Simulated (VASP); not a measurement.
# Be (Pm-3m) in VASP: notebook

Runs on Be. Level: PBEsol. Tasks: single point.

All numbers are computed with VASP 6.6.1; they aren't measurements. Logs are shortened: lines on timing, memory, paths and dates and some standing lists are left out, and cuts for length are marked.

### Step 1. The cell of the first run

Symmetry: Pm-3m, No. 221, cubic system. Conventional cell: a = 1.847 Å, b = 1.847 Å, c = 1.847 Å, α = 90.00°, β = 90.00°, γ = 90.00°. Be (site symmetry m-3m) has 6 Be at 1.85 Å within 2.5 Å.

### Step 2. Single point, PBEsol

INCAR reads:

```
PREC = Accurate
ENCUT = 520
EDIFF = 1E-6
ISMEAR = -1
SIGMA = 0.1
LREAL = False
LASPH = True
NELM = 80
ALGO = Normal
ISIF = 2
LWAVE = False
LCHARG = False
GGA = PS
NBANDS = 7
```

KPOINTS reads:

```
Automatic mesh
0
Gamma
  21 21 21
```

POSCAR reads:

```
Be
1.0
    1.8466866426      0.0000000000      0.0000000000
    0.0000000000      1.8466866426      0.0000000000
    0.0000000000      0.0000000000      1.8466866426
Be
1
Direct
    0.0000000000      0.0000000000      0.0000000000
```

Potentials or basis: VASP PAW PBE potentials, release 64 (Be).

The run is started by

```bash
$ cat potpaw_PBE.64/Be/POTCAR > POTCAR
$ mpirun -np 1 vasp_std > vasp.out
```

OUTCAR:

```text
PREC = Accurate
   ENCUT = 520
   EDIFF = 1E-6
   ISMEAR = -1
   LREAL = False
   LASPH = True
   NELM = 80
   ISIF = 2
   GGA = PS

 ion  position               nearest neighbor table
   1  0.000  0.000  0.000-

  LATTYP: Found a simple cubic cell.
 ALAT       =     1.8466866426

  Lattice vectors:

 A1 = (   1.8466866426,   0.0000000000,   0.0000000000)
 A2 = (   0.0000000000,   1.8466866426,   0.0000000000)
 A3 = (   0.0000000000,   0.0000000000,   1.8466866426)

Analysis of symmetry for initial positions (statically):
=====================================================================
 Subroutine PRICEL returns:
 Original cell was already a primitive cell.

 Routine SETGRP: Setting up the symmetry group for a
 simple cubic supercell.

 Subroutine GETGRP returns: Found 48 space group operations
 (whereof 48 operations were pure point group operations)
 out of a pool of 48 trial point group operations.

The static configuration has the point symmetry O_h .

Analysis of symmetry for dynamics (positions and initial velocities):
=====================================================================
 Subroutine PRICEL returns:
 Original cell was already a primitive cell.

 Routine SETGRP: Setting up the symmetry group for a
 simple cubic supercell.

 Subroutine GETGRP returns: Found 48 space group operations
 (whereof 48 operations were pure point group operations)
 out of a pool of 48 trial point group operations.

The dynamic configuration has the point symmetry O_h .

 Subroutine INISYM returns: Found 48 space group operations
 (whereof 48 operations are pure point group operations),
 and found     1 'primitive' translations

----------------------------------------------------------------------------------------

                                     Primitive cell

  volume of cell :       6.2977

  direct lattice vectors                    reciprocal lattice vectors
     1.846686643  0.000000000  0.000000000     0.541510388  0.000000000  0.000000000
     0.000000000  1.846686643  0.000000000     0.000000000  0.541510388  0.000000000
     0.000000000  0.000000000  1.846686643     0.000000000  0.000000000  0.541510388

  length of vectors
     1.846686643  1.846686643  1.846686643     0.541510388  0.541510388  0.541510388

  position of ions in fractional coordinates (direct lattice)
     0.000000000  0.000000000  0.000000000

  ion indices of the primitive-cell ions
   primitive index   ion index
                 1           1

----------------------------------------------------------------------------------------

 KPOINTS: Automatic mesh

Automatic generation of k-mesh.
 Grid dimensions read from file:
 generate k-points for:   21   21   21

 Generating k-lattice:

  Cartesian coordinates                     Fractional coordinates (reciprocal lattice)
     0.025786209  0.000000000  0.000000000     0.047619048  0.000000000  0.000000000
     0.000000000  0.025786209  0.000000000     0.000000000  0.047619048  0.000000000
     0.000000000  0.000000000  0.025786209     0.000000000  0.000000000  0.047619048

  Length of vectors
     0.025786209  0.025786209  0.025786209

  Shift w.r.t. Gamma in fractional coordinates (k-lattice)
     0.000000000  0.000000000  0.000000000

 Subroutine IBZKPT returns following result:
 ===========================================

 Found    286 irreducible k-points:

 Following reciprocal coordinates:
            Coordinates               Weight
  0.000000  0.000000  0.000000      1.000000
  0.047619  0.000000  0.000000      6.000000
  0.095238  0.000000  0.000000      6.000000
  0.142857  0.000000  0.000000      6.000000
  0.190476  0.000000  0.000000      6.000000
  0.238095  0.000000  0.000000      6.000000
[... 16 lines left out ...]
  0.142857  0.095238  0.000000     24.000000
  0.190476  0.095238  0.000000     24.000000
 [... further k-points ...]
   k-points           NKPTS =    286   k-points in BZ     NKDIM =    286   number of bands    NBANDS=      7
   number of dos      NEDOS =    301   number of ions     NIONS =      1
   total plane-waves  NPLWV =   2744
   dimension x,y,z NGX =    14 NGY =   14 NGZ =   14
   dimension x,y,z NGXF=    28 NGYF=   28 NGZF=   28
   ions per type =               1
   NGX,Y,Z   is equivalent  to a cutoff of  12.60, 12.60, 12.60 a.u.
   NGXF,Y,Z  is equivalent  to a cutoff of  25.21, 25.21, 25.21 a.u.
 SYSTEM =  unknown system
   PREC   = accura    normal or accurate (medium, high low for compatibility)
   ISTART =      0    job   : 0-new  1-cont  2-samecut
   ICHARG =      2    charge: 1-file 2-atom 10-const
   ISPIN  =      1    spin polarized calculation?
   LNONCOLLINEAR =      F non collinear calculations
   LSORBIT =      F    spin-orbit coupling
   LASPH  =      T    aspherical Exc in radial PAW
   ENCUT  =  520.0 eV  38.22 Ry    6.18 a.u.   3.43  3.43  3.43*2*pi/ulx,y,z
   NELM   =     80;   NELMIN=  2; NELMDL= -5     # of ELM steps
   EDIFF  = 0.1E-05   stopping-criterion for ELM
   LREAL  =      F    real-space projection
   EDIFFG = 0.1E-04   stopping-criterion for IOM
   NSW    =      0    number of steps for IOM
   IBRION =     -1    ionic relax: 0-MD 1-quasi-New 2-CG
   NFREE  =      0    steps in history (QN), initial steepest desc. (CG)
   ISIF   =      2    stress and relaxation
   ISYM   =      2    0-nonsym 1-usesym 2-fastsym
   POTIM  = 0.5000    time-step for ionic-motion
   TEBEG  =    0.0;   TEEND  =   0.0 temperature during run
   PSTRESS=    0.0 pullay stress
   NELECT =       2.0000    total number of electrons
   NUPDOWN=      -1.0000    fix difference up-down
   EMIN   =  10.00;   EMAX   =-10.00  energy-range for DOS
   EFERMI =   0.00;   METHOD = LEGACY
   ISMEAR =    -1;   SIGMA  =   0.10  broadening in eV -4-tet -1-fermi 0-gaus
   EFERMI_NEDOS =   21; number of points for ismear=-14 and -15
   IALGO  =     38    algorithm
   IMIX   =      4    mixing-type and parameters
     AMIX     =   0.40;   BMIX     =  1.00
     AMIX_MAG =   1.60;   BMIX_MAG =  1.00
  volume/ion in A,a.u.               =       6.30        42.50
  Fermi-wavevector in a.u.,A,eV,Ry     =   1.116927  2.110687 16.973634  1.247527
  Thomas-Fermi vector in A             =   2.253546
   LORBIT       =      0    0 simple, 1 ext, 2 COOP (PROOUT), +10 PAW based schemes
   GGA     = PS    functional components
   LHFCALC =     F    Hartree Fock is set to
   AEXX    =    0.0000 exact exchange contribution
   IVDW    =     0    specifies the selected vdW correction
   LEPSILON=     F    determine dielectric tensor
   LRPA    =     F    only Hartree local field effects (RPA)
 non-spin polarized calculation
  energy-cutoff  :      520.00
  volume of cell :        6.30
 maximum number of plane-waves:       177
 NGX is ok and might be reduce to    14
   NGX =  7   NGY =  7   NGZ =  7

 number of electron       2.0000000 magnetization

 Free energy of the ion-electron system (eV)
  ---------------------------------------------------
  ext. energy  EPLUGINS =         0.00000000
  ---------------------------------------------------
  free energy    TOTEN  =        -2.28560175 eV

  energy without entropy =       -2.27185556  energy(sigma->0) =       -2.27872866

 E-fermi :   9.4375     XC(G=0): -11.3767

 val. band max:        9.4117216225   @ k =   0.4286   0.3810   0.2857
 cond. band min:       9.4516202478   @ k =   0.4762   0.2857   0.0952
 fundamental gap:      0.0398986252
 Fermi energy:         9.4375305505

 k-point     1 :       0.0000    0.0000    0.0000
  band No.  band energies     occupation
      1      -3.4966      2.00000
      2      28.2247      0.00000
      3      28.2247      0.00000
      4      28.2247      0.00000
      5      34.6346      0.00000
      6      34.6346      0.00000
      7      49.6280      0.00000

 k-point     2 :       0.0476    0.0000    0.0000
  band No.  band energies     occupation
      1      -3.4300      2.00000
      2      26.8746      0.00000
      3      28.3079      0.00000
      4      28.3079      0.00000
      5      34.7313      0.00000
      6      36.1368      0.00000
      7      49.4830      0.00000

 k-point     3 :       0.0952    0.0000    0.0000
  band No.  band energies     occupation
      1      -3.2307      2.00000
      2      24.3391      0.00000
      3      28.5561      0.00000
      4      28.5561      0.00000
      5      35.0209      0.00000
      6      39.1016      0.00000
      7      49.0928      0.00000

 k-point     4 :       0.1429    0.0000    0.0000
  band No.  band energies     occupation
      1      -2.9007      2.00000
      2      21.6605      0.00000
      3      28.9645      0.00000
      4      28.9645      0.00000
      5      35.5022      0.00000
      6      42.3495      0.00000
      7      48.6407      0.00000

 k-point     5 :       0.1905    0.0000    0.0000
  band No.  band energies     occupation
      1      -2.4435      2.00000
      2      19.0702      0.00000
      3      29.5240      0.00000
      4      29.5240      0.00000
      5      36.1728      0.00000
      6      44.9359      0.00000
      7      48.8880      0.00000

 k-point     6 :       0.2381    0.0000    0.0000
  band No.  band energies     occupation
      1      -1.8656      2.00000
      2      16.6374      0.00000
      3      30.2189      0.00000
      4      30.2189      0.00000
      5      37.0284      0.00000
      6      45.3616      0.00000
      7      51.2797      0.00000

 k-point     7 :       0.2857    0.0000    0.0000
  band No.  band energies     occupation
      1      -1.1788      2.00000
      2      14.3958      0.00000
      3      31.0232      0.00000
      4      31.0232      0.00000
      5      38.0607      0.00000
      6      44.7915      0.00000
      7      53.9113      0.00000

 k-point     8 :       0.3333    0.0000    0.0000
  band No.  band energies     occupation
      1      -0.4055      2.00000
      2      12.3762      0.00000
      3      31.8924      0.00000
      4      31.8924      0.00000
      5      39.2526      0.00000
      6      44.1137      0.00000
      7      51.5447      0.00000

 k-point     9 :       0.3810    0.0000    0.0000
  band No.  band energies     occupation
      1       0.4084      2.00000
      2      10.6275      0.00001
      3      32.7518      0.00000
      4      32.7518      0.00000
      5      40.5649      0.00000
      6      43.5289      0.00000
      7      49.5534      0.00000

 k-point    10 :       0.4286    0.0000    0.0000
  band No.  band energies     occupation
      1       1.1635      2.00000
      2       9.2493      1.73568
      3      33.4806      0.00000
      4      33.4806      0.00000
      5      41.8905      0.00000
      6      43.1105      0.00000
      7      48.0664      0.00000

 k-point    11 :       0.4762    0.0000    0.0000
  band No.  band energies     occupation
      1       1.6621      2.00000
      2       8.4394      1.99991
      3      33.9144      0.00000
      4      33.9144      0.00000
      5      42.8938      0.00000
      6      42.8977      0.00000
      7      47.2524      0.00000
[... 51 lines left out ...]
 k-point    17 :       0.2857    0.0476    0.0000
  band No.  band energies     occupation
      1      -1.1037      2.00000
      2      14.4203      0.00000
      3      30.0325      0.00000
      4      31.1039      0.00000
      5      39.1279      0.00000
      6      44.3322      0.00000
      7      52.8365      0.00000

 k-point    18 :       0.3333    0.0476    0.0000
  band No.  band energies     occupation
      1      -0.3269      2.00000
      2      12.4059      0.00000
      3      30.9459      0.00000
      4      31.9720      0.00000
      5      40.2689      0.00000
      6      43.4054      0.00000
      7      50.7885      0.00000

 k-point    19 :       0.3810    0.0476    0.0000
  band No.  band energies     occupation
      1       0.4914      2.00000
      2      10.6585      0.00001
      3      31.8704      0.00000
      4      32.8300      0.00000
      5      41.5134      0.00000
      6      42.5188      0.00000
      7      48.9288      0.00000

 k-point    20 :       0.4286    0.0476    0.0000
  band No.  band energies     occupation
      1       1.2522      2.00000
      2       9.2784      1.66168
      3      32.6811      0.00000
      4      33.5572      0.00000
      5      41.7557      0.00000
      6      42.7864      0.00000
      7      47.4737      0.00000

 k-point    21 :       0.4762    0.0476    0.0000
  band No.  band energies     occupation
      1       1.7559      2.00000
      2       8.4651      1.99988
      3      33.1821      0.00000
      4      33.9900      0.00000
      5      41.2955      0.00000
      6      43.7991      0.00000
      7      46.5022      0.00000

 k-point    22 :       0.0952    0.0952    0.0000
  band No.  band energies     occupation
      1      -2.9612      2.00000
      2      23.3976      0.00000
      3      26.2593      0.00000
      4      28.8866      0.00000
      5      37.7513      0.00000
      6      40.9142      0.00000
      7      48.3500      0.00000

 k-point    23 :       0.1429    0.0952    0.0000
  band No.  band energies     occupation
      1      -2.6266      2.00000
      2      21.3762      0.00000
      3      26.1143      0.00000
      4      29.2938      0.00000
      5      38.6963      0.00000
      6      43.5911      0.00000
      7      47.6182      0.00000

 k-point    24 :       0.1905    0.0952    0.0000
  band No.  band energies     occupation
      1      -2.1630      2.00000
      2      19.0043      0.00000
      3      26.5318      0.00000
      4      29.8514      0.00000
      5      39.4646      0.00000
      6      45.2745      0.00000
      7      48.1434      0.00000

 [... further k-points ...]
[... 5 lines left out ...]
  --------------------------------------------------------------------------------------
  -------------------------------------------------------------------------------------
  Total        3.1734635      3.1734635      3.1734635     -0.0000000      0.0000000     -0.0000000
  in kB      807.3548521    807.3548521    807.3548521     -0.0000000      0.0000000     -0.0000000
  external PRESSURE =     807.3548521 kB  Pullay stress =       0.0000000 kB

 VOLUME and BASIS-vectors are now :
 -----------------------------------------------------------------------------
  energy-cutoff  :      520.00
  volume of cell :        6.30
      direct lattice vectors                 reciprocal lattice vectors
     1.846686643  0.000000000  0.000000000     0.541510388  0.000000000  0.000000000
     0.000000000  1.846686643  0.000000000     0.000000000  0.541510388  0.000000000
     0.000000000  0.000000000  1.846686643     0.000000000  0.000000000  0.541510388

 POSITION                                       TOTAL-FORCE (eV/Angst)
 -----------------------------------------------------------------------------------
      0.00000      0.00000      0.00000         0.000000      0.000000      0.000000
 -----------------------------------------------------------------------------------
    total drift:                               -0.000000     -0.000000     -0.000000

  FREE ENERGIE OF THE ION-ELECTRON SYSTEM (eV)
  ---------------------------------------------------
  free  energy   TOTEN  =        -2.2856017478 eV

  energy  without entropy=       -2.2718555631  energy(sigma->0) =       -2.27872866
```

Wall time 4.5 s (1 thread of Intel Xeon 6975P-C, shared host); peak memory 0.11 GiB.

Results:

```yaml
Free_energy: -2.2856 eV
Pressure: 80.7 GPa
Band_gap_on_the_k_mesh: zero (band 1 reaches 16.26 eV, above the bottom of band 2 at 8.44 eV)
```

Caveat: the PAW data sets were made with another functional, which shifts forces and pressure a little.

### Step 3. Single point, PBEsol

INCAR reads:

```
ALGO = Normal
EDIFF = 1E-7
ENCUT = 520
GGA = PS
ISIF = 2
ISMEAR = -1
LASPH = True
LCHARG = False
LREAL = False
LWAVE = False
NBANDS = 7
NELM = 80
PREC = Accurate
SIGMA = 0.1
```

KPOINTS reads:

```
k-points
0
Gamma
  21 21 21
```

POSCAR reads:

```
Be
1.0
    1.8461235900      0.0000000000      0.0000000000
    0.0000000000      1.8461235900      0.0000000000
    0.0000000000      0.0000000000      1.8461235900
Be
1
Direct
    0.0000000000      0.0000000000      0.0000000000
```

Potentials or basis: VASP PAW PBE potentials, release 64 (Be).

The run is started by

```bash
$ cat potpaw_PBE.64/Be/POTCAR > POTCAR
$ mpirun -np 1 vasp_std > vasp.out
```

Wall time 4.8 s (1 thread of Intel Xeon 6975P-C, shared host); peak memory 0.11 GiB.

The run converged. Its results:

| Item | Value |
| --- | --- |
| Free energy | -2.2827 eV |
| Pressure | 81.0 GPa |
| Band gap on the k mesh | zero (band 1 reaches 16.28 eV, above the bottom of band 2 at 8.45 eV) |

Levels at points of the mesh, in eV from the Fermi level:
| k point | band 1 | band 2 | band 3 | band 4 | band 5 | band 6 |
| --- | --- | --- | --- | --- | --- | --- |
| (0.00, 0.00, 0.00) | -12.94 | 18.80 | 18.80 | 18.80 | 25.21 | 25.21 |

Caveat: the PAW data sets were made with another functional, which shifts forces and pressure a little.
